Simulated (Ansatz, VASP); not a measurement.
## Two plane-wave programs on Sc3B2Ir5

INCAR

```
PREC     = Accurate       # precision mode
ENCUT    = 500            # plane-wave cutoff, eV
EDIFF    = 1E-6           # SCF threshold, eV
ISMEAR   = 0              # smearing method
SIGMA    = 0.1            # smearing width, eV
LREAL    = False          # projectors in reciprocal space
LASPH    = True           # aspherical terms in the spheres
NELM     = 120            # most SCF steps
ALGO     = Normal         # electronic algorithm
ISIF     = 2              # what is computed and relaxed
LWAVE    = False          # write WAVECAR
LCHARG   = False          # write CHGCAR
GGA      = PE             # functional
NBANDS   = 100            # bands
GGA_COMPAT= False
```

Contents of KPOINTS:

```
Automatic mesh
0
Gamma
  2 2 6
```

Contents of POSCAR:

```
Sc3B2Ir5
1.0
    9.5829944600      0.0000000000      0.0000000000
    0.0000000000      9.5829944600      0.0000000000
    0.0000000000      0.0000000000      3.0578076800
Sc B Ir
6 4 10
Direct
    0.1767076100      0.6767076300      0.0000000000
    0.8232923700      0.3232924000      0.0000000000
    0.3232924000      0.1767076100      0.0000000000
    0.6767076300      0.8232923700      0.0000000000
    0.0000000000      0.0000000000      0.0000000000
    0.5000000000      0.5000000000      0.0000000000
    0.6223350200      0.1223350000      0.0000000000
    0.3776650100      0.8776649800      0.0000000000
    0.8776649800      0.6223350200      0.0000000000
    0.1223350000      0.3776650100      0.0000000000
    0.0703299200      0.2227180700      0.5000000000
    0.9296701000      0.7772819400      0.5000000000
    0.7772819400      0.0703299200      0.5000000000
    0.4296700700      0.7227180600      0.5000000000
    0.2227180700      0.9296701000      0.5000000000
    0.5703299000      0.2772819400      0.5000000000
    0.7227180600      0.5703299000      0.5000000000
    0.2772819400      0.4296700700      0.5000000000
    0.0000000000      0.5000000000      0.5000000000
    0.5000000000      0.0000000000      0.5000000000
```

Input for Ansatz:

```yaml
crystal:
  lattice:
    - [9.58299446, 0.0, 0.0]
    - [0.0, 9.58299446, 0.0]
    - [0.0, 0.0, 3.05780768]
  atoms:
    - { symbol: Sc, position: [0.17670761, 0.67670763, 0.0] }
    - { symbol: Sc, position: [0.82329237, 0.3232924, 0.0] }
    - { symbol: Sc, position: [0.3232924, 0.17670761, 0.0] }
    - { symbol: Sc, position: [0.67670763, 0.82329237, 0.0] }
    - { symbol: Sc, position: [0.0, 0.0, 0.0] }
    - { symbol: Sc, position: [0.5, 0.5, 0.0] }
    - { symbol: B, position: [0.62233502, 0.122335, 0.0] }
    - { symbol: B, position: [0.37766501, 0.87766498, 0.0] }
    - { symbol: B, position: [0.87766498, 0.62233502, 0.0] }
    - { symbol: B, position: [0.122335, 0.37766501, 0.0] }
    - { symbol: Ir, position: [0.07032992, 0.22271807, 0.5] }
    - { symbol: Ir, position: [0.9296701, 0.77728194, 0.5] }
    - { symbol: Ir, position: [0.77728194, 0.07032992, 0.5] }
    - { symbol: Ir, position: [0.42967007, 0.72271806, 0.5] }
    - { symbol: Ir, position: [0.22271807, 0.9296701, 0.5] }
    - { symbol: Ir, position: [0.5703299, 0.27728194, 0.5] }
    - { symbol: Ir, position: [0.72271806, 0.5703299, 0.5] }
    - { symbol: Ir, position: [0.27728194, 0.42967007, 0.5] }
    - { symbol: Ir, position: [0.0, 0.5, 0.5] }
    - { symbol: Ir, position: [0.5, 0.0, 0.5] }
basis:
  ecutwfc: 420
kpoints:
  mp_grid: { grid: [2, 2, 6] }
hamiltonian:
  xc: pbe
scf:
  occupations: { method: gaussian, width: 0.1 }
output:
  forces: true
  stress: true
  eigenvalues: true
```

Alike in both runs: task single point; functional PBE; k mesh 2 × 2 × 6; occupations gaussian, width 0.1 eV; no spin polarisation.

```csv
,VASP,Ansatz
version,VASP 6.6.1,Ansatz 0.2.0
potentials or method,"VASP PAW PBE potentials, release 64 (Sc_sv, B, Ir), cutoff 500 eV","scalar-relativistic, plane waves, PAW"
valence electrons in the cell,168,248
```

Ansatz gave:

| Item | Value |
| --- | --- |
| gap on the k mesh at the Fermi level (eV) | none |
| pressure (GPa) | 2.2 |
| traceless stress, the component that is largest in VASP (GPa) | 1.19 |
| rms of the force components (eV/Å) | 0.028 |

**Question.** Which values does VASP return?

**Answer.** gap on the k mesh at the Fermi level (eV): none; pressure (GPa): 2.7; traceless stress, the component that is largest in VASP (GPa): 1.29; rms of the force components (eV/Å): 0.039.

Atom by atom the forces differ by 0.016 eV/Å (rms over components). A gap of «none» marks a metal or a gap that the smearing closes. VASP's potentials hold 168 valence electrons a cell and Ansatz's 248, so a difference there can come from the potentials and not from the codes.

Spin-orbit coupling is off throughout.
